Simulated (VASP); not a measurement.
# GaAs3N4 (Pm) in VASP: single point with r2SCAN+rVV10

Aim: the single point of GaAs3N4 with r2SCAN+rVV10.

Everything below comes from runs of VASP 6.6.1. Logs are shortened: lines on timing, memory, paths and dates and some standing lists are left out, and cuts for length are marked.

## Step 1: The cell of the first run

The structure is monoclinic, space group Pm (No. 6). Conventional cell: a = 5.602 Å, b = 2.987 Å, c = 7.300 Å, α = 90.00°, β = 90.64°, γ = 90.00°. Ga (site symmetry m) has 4 N at 1.88 to 2.06 Å within 2.5 Å. Within 2.5 Å of As (site symmetry m) lie 3 N at 1.87 to 1.90 Å. As (site symmetry m) has 3 N at 1.84 to 2.00 Å within 2.4 Å. As (site symmetry m) has 3 N at 1.87 to 2.10 Å within 2.5 Å. Within 2.7 Å of N (site symmetry m) lie 3 As at 2.00 to 2.10 Å and 1 Ga at 2.06 Å. N (site symmetry m) has 3 As at 1.87 to 1.90 Å within 2.5 Å. N (site symmetry m) has 1 As at 1.84 Å and 2 Ga at 1.88 Å within 2.4 Å. N (site symmetry m) has 2 As at 1.87 Å and 1 Ga at 1.98 Å within 2.5 Å.

## Step 2: Single point, r2SCAN+rVV10

File POSCAR:

```
GaAs3N4
1.0
    5.6016225325      0.0000000000      0.0234555361
    0.0000000000      2.9866783326      0.0000000000
    0.0505840805      0.0000000000      7.2994231838
Ga As N
1 3 4
Direct
    0.5339385248      0.0000000000      0.6142693055
    0.4455097804      0.5000000000      0.2024809459
    1.0078249807      0.5000000000      0.7930673454
    0.9923798011      0.0000000000      0.4045359099
    0.1689795233      0.0000000000      0.6569540715
    0.1231869261      0.5000000000      0.2863170625
    0.7041472117      0.5000000000      0.6985181602
    0.5200322519      0.0000000000      0.3438581890
```

File INCAR.step1:

```
SYSTEM = GaAs3N4
PREC = Accurate
ENCUT = 520
ISMEAR = -1
SIGMA = 0.03
LREAL = .False.
LASPH = .True.
NELM = 100
NBANDS = 34
GGA = PE
ALGO = Normal
EDIFF = 1E-4
LWAVE = .True.
LCHARG = .False.
```

File INCAR.step2:

```
SYSTEM = GaAs3N4
PREC = Accurate
ENCUT = 520
EDIFF = 1E-7
ISMEAR = -1
SIGMA = 0.03
LREAL = .False.
LASPH = .True.
NELM = 100
ALGO = Normal
ISIF = 2
LWAVE = .False.
LCHARG = .False.
METAGGA = R2SCAN
LMIXTAU = .True.
LUSE_VDW = .True.
IVDW_NL = 2
BPARAM = 11.95
CPARAM = 0.0093
NBANDS = 34
ISTART = 1
```

File KPOINTS:

```
Automatic mesh
0
Gamma
  6 10 4
  0 0 0
```

Potentials or basis: VASP PAW PBE potentials, release 64 (Ga_d, As, N).

On the command line:

```sh
$ cat potpaw_PBE.64/Ga_d/POTCAR potpaw_PBE.64/As/POTCAR potpaw_PBE.64/N/POTCAR > POTCAR
$ cp INCAR.step1 INCAR
$ mpirun -np 1 vasp_std > vasp.out
$ cp INCAR.step2 INCAR
$ mpirun -np 1 vasp_std > vasp.out
```

OUTCAR:

```text
SYSTEM = GaAs3N4
   PREC = Accurate
   ENCUT = 520
   EDIFF = 1E-7
   ISMEAR = -1
   LREAL = .False.
   LASPH = .True.
   NELM = 100
   ISIF = 2
   METAGGA = R2SCAN
   IVDW_NL = 2
   BPARAM = 11.95
   ISTART = 1

 ion  position               nearest neighbor table
   1  0.534  0.000  0.614-   7 1.88   7 1.88   8 1.98   5 2.06
   2  0.446  0.500  0.202-   8 1.87   8 1.87   6 1.90
   3  0.008  0.500  0.793-   7 1.84   5 2.00   5 2.00
   4  0.992  0.000  0.405-   6 1.87   6 1.87   5 2.10
   5  0.169  0.000  0.657-   3 2.00   3 2.00   1 2.06   4 2.10
   6  0.123  0.500  0.286-   4 1.87   4 1.87   2 1.90
   7  0.704  0.500  0.699-   3 1.84   1 1.88   1 1.88
   8  0.520  0.000  0.344-   2 1.87   2 1.87   1 1.98

  LATTYP: Found a simple monoclinic cell.
 ALAT       =     5.6016716397
 B/A-ratio  =     0.5331762596
 C/A-ratio  =     1.3031107358
 COS(beta)  =    -0.0111167847

  Lattice vectors:

 A1 = (   5.6016225325,   0.0000000000,   0.0234555361)
 A2 = (   0.0000000000,  -2.9866783326,   0.0000000000)
 A3 = (  -0.0505840805,   0.0000000000,  -7.2994231838)

Analysis of symmetry for initial positions (statically):
=====================================================================
 Subroutine PRICEL returns:
 Original cell was already a primitive cell.

 Routine SETGRP: Setting up the symmetry group for a
 simple monoclinic supercell.

 Subroutine GETGRP returns: Found  2 space group operations
 (whereof  2 operations were pure point group operations)
 out of a pool of  4 trial point group operations.

The static configuration has the point symmetry C_1h.

Analysis of symmetry for dynamics (positions and initial velocities):
=====================================================================
 Subroutine PRICEL returns:
 Original cell was already a primitive cell.

 Routine SETGRP: Setting up the symmetry group for a
 simple monoclinic supercell.

 Subroutine GETGRP returns: Found  2 space group operations
 (whereof  2 operations were pure point group operations)
 out of a pool of  4 trial point group operations.

The dynamic configuration has the point symmetry C_1h.

 Subroutine INISYM returns: Found  2 space group operations
 (whereof  2 operations are pure point group operations),
 and found     1 'primitive' translations

----------------------------------------------------------------------------------------

                                     Primitive cell

  volume of cell :     122.1176

  direct lattice vectors                    reciprocal lattice vectors
     5.601622533  0.000000000  0.023455536     0.178524885  0.000000000 -0.001237155
     0.000000000  2.986678333  0.000000000     0.000000000  0.334820121  0.000000000
     0.050584081  0.000000000  7.299423184    -0.000573661  0.000000000  0.137001102

  length of vectors
     5.601671640  2.986678333  7.299598452     0.178529172  0.334820121  0.137002303

  position of ions in fractional coordinates (direct lattice)
     0.533938525  0.000000000  0.614269306
     0.445509780  0.500000000  0.202480946
     0.007824981  0.500000000  0.793067345
     0.992379801  0.000000000  0.404535910
     0.168979523  0.000000000  0.656954072
     0.123186926  0.500000000  0.286317062
     0.704147212  0.500000000  0.698518160
     0.520032252  0.000000000  0.343858189

  ion indices of the primitive-cell ions
   primitive index   ion index
                 1           1
                 2           2
                 3           3
                 4           4
                 5           5
                 6           6
                 7           7
                 8           8

----------------------------------------------------------------------------------------

 KPOINTS: Automatic mesh

Automatic generation of k-mesh.
 Grid dimensions read from file:
 generate k-points for:    6   10    4

 Generating k-lattice:

  Cartesian coordinates                     Fractional coordinates (reciprocal lattice)
     0.029754147  0.000000000 -0.000206192     0.166666667  0.000000000  0.000000000
     0.000000000  0.033482012  0.000000000     0.000000000  0.100000000  0.000000000
    -0.000143415  0.000000000  0.034250275    -0.000000000  0.000000000  0.250000000

  Length of vectors
     0.029754862  0.033482012  0.034250576

  Shift w.r.t. Gamma in fractional coordinates (k-lattice)
     0.000000000  0.000000000  0.000000000

 Subroutine IBZKPT returns following result:
 ===========================================

 Found     84 irreducible k-points:

 Following reciprocal coordinates:
            Coordinates               Weight
  0.000000  0.000000  0.000000      1.000000
  0.166667  0.000000  0.000000      2.000000
  0.333333  0.000000  0.000000      2.000000
  0.500000  0.000000  0.000000      1.000000
  0.000000  0.100000  0.000000      2.000000
  0.166667  0.100000  0.000000      4.000000
[... 16 lines left out ...]
  0.333333  0.500000  0.000000      2.000000
  0.500000  0.500000  0.000000      1.000000
 [... further k-points ...]
   k-points           NKPTS =     84   k-points in BZ     NKDIM =     84   number of bands    NBANDS=     34
   number of dos      NEDOS =    301   number of ions     NIONS =      8
   total plane-waves  NPLWV =  54432
   dimension x,y,z NGX =    42 NGY =   24 NGZ =   54
   dimension x,y,z NGXF=    84 NGYF=   48 NGZF=  108
   ions per type =               1   3   4
   NGX,Y,Z   is equivalent  to a cutoff of  12.46, 13.36, 12.30 a.u.
   NGXF,Y,Z  is equivalent  to a cutoff of  24.93, 26.72, 24.60 a.u.
 SYSTEM =  GaAs3N4
   PREC   = accura    normal or accurate (medium, high low for compatibility)
   ISTART =      1    job   : 0-new  1-cont  2-samecut
   ICHARG =      0    charge: 1-file 2-atom 10-const
   ISPIN  =      1    spin polarized calculation?
   LNONCOLLINEAR =      F non collinear calculations
   LSORBIT =      F    spin-orbit coupling
   LASPH  =      T    aspherical Exc in radial PAW
   ENCUT  =  520.0 eV  38.22 Ry    6.18 a.u.  10.42  5.55 13.57*2*pi/ulx,y,z
   NELM   =    100;   NELMIN=  2; NELMDL=  0     # of ELM steps
   EDIFF  = 0.1E-06   stopping-criterion for ELM
   LREAL  =      F    real-space projection
   EDIFFG = 0.1E-05   stopping-criterion for IOM
   NSW    =      0    number of steps for IOM
   IBRION =     -1    ionic relax: 0-MD 1-quasi-New 2-CG
   NFREE  =      0    steps in history (QN), initial steepest desc. (CG)
   ISIF   =      2    stress and relaxation
   ISYM   =      2    0-nonsym 1-usesym 2-fastsym
   POTIM  = 0.5000    time-step for ionic-motion
   TEBEG  =    0.0;   TEEND  =   0.0 temperature during run
   PSTRESS=    0.0 pullay stress
   NELECT =      48.0000    total number of electrons
   NUPDOWN=      -1.0000    fix difference up-down
   EMIN   =  10.00;   EMAX   =-10.00  energy-range for DOS
   EFERMI =   0.00;   METHOD = LEGACY
   ISMEAR =    -1;   SIGMA  =   0.03  broadening in eV -4-tet -1-fermi 0-gaus
   EFERMI_NEDOS =   21; number of points for ismear=-14 and -15
   IALGO  =     38    algorithm
   IMIX   =      4    mixing-type and parameters
     AMIX     =   0.40;   BMIX     =  1.00
     AMIX_MAG =   1.60;   BMIX_MAG =  1.00
  volume/ion in A,a.u.               =      15.26       103.01
  Fermi-wavevector in a.u.,A,eV,Ry     =   1.199212  2.266181 19.566655  1.438109
  Thomas-Fermi vector in A             =   2.335080
   LORBIT       =      0    0 simple, 1 ext, 2 COOP (PROOUT), +10 PAW based schemes
   METAGGA = R2SCAN    functional components
   LHFCALC =     F    Hartree Fock is set to
   AEXX    =    0.0000 exact exchange contribution
   IVDW_NL    =     2    kernel type
   BPARAM     =11.9500
   IVDW    =     0    specifies the selected vdW correction
   LEPSILON=     F    determine dielectric tensor
   LRPA    =     F    only Hartree local field effects (RPA)
 non-spin polarized calculation
  energy-cutoff  :      520.00
  volume of cell :      122.12
 maximum number of plane-waves:      3317
 NGX is ok and might be reduce to    42
   NGX = 21   NGY = 11   NGZ = 27

 number of electron      47.9999996 magnetization

 Free energy of the ion-electron system (eV)
  ---------------------------------------------------
  ext. energy  EPLUGINS =         0.00000000
  ---------------------------------------------------
  free energy    TOTEN  =       -88.67126775 eV

  energy without entropy =      -88.67126773  energy(sigma->0) =      -88.67126774

 E-fermi :   4.8030     XC(G=0): -10.4335

 val. band max:        4.4061337137   @ k =   0.5000   0.0000   0.5000
 cond. band min:       5.1832389056   @ k =   0.5000   0.5000   0.5000
 fundamental gap:      0.7771051919
 Fermi energy:         4.8029793330

 k-point     1 :       0.0000    0.0000    0.0000
  band No.  band energies     occupation
      1     -15.4486      2.00000
      2     -14.3255      2.00000
      3     -13.0105      2.00000
      4     -12.3245      2.00000
      5     -10.8433      2.00000
      6     -10.7260      2.00000
[... 26 lines left out ...]
     33      10.7148      0.00000
     34      11.9753      0.00000

 k-point     2 :       0.1667    0.0000    0.0000
  band No.  band energies     occupation
      1     -15.4028      2.00000
      2     -14.3114      2.00000
      3     -13.0742      2.00000
      4     -12.3783      2.00000
      5     -10.8436      2.00000
      6     -10.7743      2.00000
[... 26 lines left out ...]
     33      10.7902      0.00000
     34      11.9207      0.00000

 k-point     3 :       0.3333    0.0000    0.0000
  band No.  band energies     occupation
      1     -15.2981      2.00000
      2     -14.2986      2.00000
      3     -13.1831      2.00000
      4     -12.5031      2.00000
      5     -10.8715      2.00000
      6     -10.8441      2.00000
[... 26 lines left out ...]
     33      10.9346      0.00000
     34      11.6246      0.00000
[... 704 lines left out ...]
 k-point    23 :       0.3333    0.5000    0.0000
  band No.  band energies     occupation
      1     -12.7988      2.00000
      2     -12.6126      2.00000
      3     -12.5215      2.00000
      4     -12.1310      2.00000
      5     -10.7843      2.00000
      6     -10.7263      2.00000
[... 26 lines left out ...]
     33      10.9212      0.00000
     34      11.3460      0.00000

 k-point    24 :       0.5000    0.5000    0.0000
  band No.  band energies     occupation
      1     -12.7954      2.00000
      2     -12.6091      2.00000
      3     -12.4901      2.00000
      4     -12.1349      2.00000
      5     -10.7859      2.00000
      6     -10.7260      2.00000
[... 26 lines left out ...]
     33      10.8160      0.00000
     34      11.1489      0.00000

 [... further k-points ...]

------------------------ aborting loop because EDIFF is reached ----------------------------------------

  FORCE on cell =-STRESS in cart. coord.  units (eV):
  Direction    XX          YY          ZZ          XY          YZ          ZX
  --------------------------------------------------------------------------------------
  -------------------------------------------------------------------------------------
  Total        0.3933624      0.5346947      0.4384284      0.0000000      0.0000000      0.0084319
  in kB        5.1608968      7.0151705      5.7521604      0.0000000      0.0000000      0.1106257
  external PRESSURE =       5.9760759 kB  Pullay stress =       0.0000000 kB

 VOLUME and BASIS-vectors are now :
 -----------------------------------------------------------------------------
  energy-cutoff  :      520.00
  volume of cell :      122.12
      direct lattice vectors                 reciprocal lattice vectors
     5.601622533  0.000000000  0.023455536     0.178524885  0.000000000 -0.001237155
     0.000000000  2.986678333  0.000000000     0.000000000  0.334820121  0.000000000
     0.050584081  0.000000000  7.299423184    -0.000573661  0.000000000  0.137001102

 POSITION                                       TOTAL-FORCE (eV/Angst)
 -----------------------------------------------------------------------------------
      3.02199      0.00000      4.49634        -0.034788      0.000000     -0.009646
      2.50582      1.49334      1.48844         0.024510      0.000000     -0.143920
      0.08395      1.49334      5.78912         0.023213      0.000000      0.101113
      5.57940      0.00000      2.97616        -0.122149      0.000000      0.047906
      0.97979      0.00000      4.79935         0.022492      0.000000     -0.019177
      0.70453      1.49334      2.09284         0.048221      0.000000     -0.049989
      3.97970      1.49334      5.11530         0.020216      0.000000      0.021531
      2.93042      0.00000      2.52216         0.018285      0.000000      0.052182
 -----------------------------------------------------------------------------------
    total drift:                                0.007088     -0.000000     -0.010016

  FREE ENERGIE OF THE ION-ELECTRON SYSTEM (eV)
  ---------------------------------------------------
  free  energy   TOTEN  =       -88.6712677524 eV

  energy  without entropy=      -88.6712677265  energy(sigma->0) =      -88.67126774
```

Wall time 10 min (1 thread of Intel Xeon 6975P-C (Granite Rapids), shared host); peak memory 0.65 GiB.

Results:

```yaml
Free_energy: -88.6713 eV
Pressure: 0.6 GPa
Largest_force: 0.146 eV/Å
Band_gap_on_the_k_mesh: 0.78 eV (least direct gap 1.46 eV)
```

Forces in eV/Å, atoms in the order of the input:
```
Ga  -0.035  0.000 -0.010
As   0.025  0.000 -0.144
As   0.023  0.000  0.101
As  -0.122  0.000  0.048
N    0.022  0.000 -0.019
N    0.048  0.000 -0.050
N    0.020  0.000  0.022
N    0.018  0.000  0.052
```

Caveat: the PAW data sets were made with another functional, which shifts forces and pressure a little.
